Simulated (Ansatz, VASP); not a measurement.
## LaScF: VASP beside Ansatz

```
La Sc F
1.0
     3.16719    0.00000    0.00000
     0.00000    3.16719    0.00000
     0.00000    0.00000    7.03258
La Sc F
1 1 1
Direct
  0.00000 0.00000 0.00000
  0.00000 0.00000 0.50000
  0.50000 0.50000 0.50000
```

Alike in both runs: functional PBE; k mesh 14 × 14 × 8; occupations gaussian, width 0.1 eV; no spin polarisation.

Ansatz relaxed the structure, and its values are those at the end. VASP's run is a single point on that final structure, the one shown.

|  | VASP | Ansatz |
| --- | --- | --- |
| version | VASP 6.6.1 | Ansatz 0.2.0 |
| potentials or method | VASP PAW PBE potentials, release 64 (La, Sc_sv, F), cutoff 520 eV | scalar-relativistic, plane waves, PAW |
| valence electrons in the cell | 29 | 29 |

|  | VASP | Ansatz | Ansatz less VASP |
| --- | --- | --- | --- |
| gap on the k mesh at the Fermi level (eV) | none | none | - |
| pressure (GPa) | 0.1 | 0.0 | -0.10 |

A gap of «none» marks a metal or a gap that the smearing closes. With one functional, cell and mesh, what is left measures potentials, basis and numerics.

Neither program's run includes spin-orbit coupling.
